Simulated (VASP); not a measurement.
Wanted: the native input for a VASP 6.6.1 run.

```yaml
Task: single point
Functional: PBE
Potentials_or_basis: VASP PAW PBE potentials, release 64 (Eu, Fe)
Cutoff: 520 eV
k_mesh: 8 × 8 × 8
Occupations: gaussian, width 0.05 eV
Spin: collinear spin, ferrimagnetic start
Starting_moments: "[7.0, -2.5, -2.5, -2.5] μB"
Dipole_correction: no
Further_INCAR_settings: ALGO = Normal; EDIFF = 1e-07; NBANDS = 32
```

The structure of EuFe3 lies in POSCAR:

```
EuFe3
1.0
    3.9628383107      0.0000000000      0.0000000000
    0.0000000000      3.9628383107      0.0000000000
    0.0000000000      0.0000000000      3.9628383107
Eu Fe
1 3
Direct
    0.0000000000      0.0000000000      0.0000000000
    0.0000000000      0.5000000000      0.5000000000
    0.5000000000      0.5000000000      0.0000000000
    0.5000000000      0.0000000000      0.5000000000
```

The input as run:

INCAR

```
PREC = Accurate ; ENCUT = 520
EDIFF = 1E-7 ; ISMEAR = 0
SIGMA = 0.05 ; LREAL = False
LASPH = True ; NELM = 150
ALGO = Normal ; ISIF = 2
LWAVE = False ; LCHARG = False
ISPIN = 2 ; MAGMOM = 7 -2.5 -2.5 -2.5
LORBIT = 11 ; LMAXMIX = 6
GGA = PE ; NBANDS = 32
```

KPOINTS

```
Automatic mesh
0
Gamma
  8 8 8
```

Potentials or basis: VASP PAW PBE potentials, release 64 (Eu, Fe).

Run with:

```console
$ cat potpaw_PBE.64/Eu/POTCAR potpaw_PBE.64/Fe/POTCAR > POTCAR
$ mpirun -np 1 vasp_std > vasp.out
```

It gave:

- Pressure: 0.0 GPa
- Net moment: -0.31 μB per cell
- Site moments: Eu +6.48; Fe -2.42 μB
- Valence electrons inside the program's atomic spheres: Eu 14.98; Fe 7.00

It took 13 min on 1 thread of Oxide Virtual Turin-like Processor (shared host), peak memory 0.25 GiB.
